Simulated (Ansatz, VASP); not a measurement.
# Two plane-wave programs on Na2S

```
CELL_PARAMETERS angstrom
0.00000 3.25543 3.25543
3.25543 0.00000 3.25543
3.25543 3.25543 0.00000
ATOMIC_POSITIONS crystal
Na 0.25000 0.25000 0.25000
Na 0.75000 0.75000 0.75000
S 0.00000 0.00000 0.00000
```

Alike in both runs: task single point; functional HSE06; k mesh 4 × 4 × 4; no spin polarisation.

|  | VASP | Ansatz |
| --- | --- | --- |
| version | VASP 6.6.1 | Ansatz 0.2.0 |
| potentials or method | VASP PAW PBE potentials, release 64 (Na_pv, S) | plane waves |
| plane-wave cutoff (eV) | 400 | 420 |
| occupations | methfessel-paxton of order 1, width 0.5 eV | cold, width 0.5 eV |
| valence electrons in the cell | 20 | 24 |

```tsv
	VASP	Ansatz	Ansatz less VASP
gap on the k mesh at the Fermi level (eV)	3.51	3.53	+0.019
pressure (GPa)	0.0	0.2	+0.21
```

VASP's potentials hold 20 valence electrons a cell and Ansatz's 24, so a difference there can come from the potentials and not from the codes. Ansatz's warnings: stress exchange threshold loose, stress scf threshold loose.
